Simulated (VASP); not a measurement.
Input of a VASP 6.6.1 run:

The input INCAR:

```
SYSTEM = La3N
ALGO = Normal
EDIFF = 1E-7
ENCUT = 520
GGA = PE
ISIF = 2
ISMEAR = 0
LASPH = .True.
LCHARG = .False.
LREAL = .False.
LWAVE = .False.
NBANDS = 27
NELM = 60
PREC = Accurate
SIGMA = 0.1
```

File KPOINTS:

```
k-points
0
Gamma
  4 4 2
  0 0 0
```

Contents of POSCAR:

```
La3N
1.0
    4.0460271100      0.0000000000      0.0000000000
    0.0000000000      4.0460271100      0.0000000000
    0.0000000000      0.0000000000      7.7683345300
La N
3 1
Direct
    0.5000000000      0.0000000000      0.1284588100
    0.0000000000      0.5000000000      0.1284588100
    0.5000000000      0.5000000000      0.5286617900
    0.5000000000      0.5000000000      0.0437852700
```

Potentials or basis: VASP PAW PBE potentials, release 64 (La, N).

Run with:

```sh
$ cat potpaw_PBE.64/La/POTCAR potpaw_PBE.64/N/POTCAR > POTCAR
$ mpirun -np 1 vasp_std > vasp.out
```

Predict the pressure.

18.8 GPa.

Predict the band gap on the k mesh.

zero (bands 19 and 20 overlap by 0.58 eV).

Forces on the atoms (eV/Å):
```
La   0.000  0.000  1.303
La   0.000  0.000  1.303
La   0.000  0.000  1.433
N    0.000  0.000 -4.039
```

Caveat: the k points lie up to 0.40 Å⁻¹ apart, too coarse for converged energies and pressures of a metal; spin-orbit coupling is left out, which moves the levels of the heavy elements; forces of over 1 eV/Å act on the atoms, so gaps and moduli don't describe the material at rest.
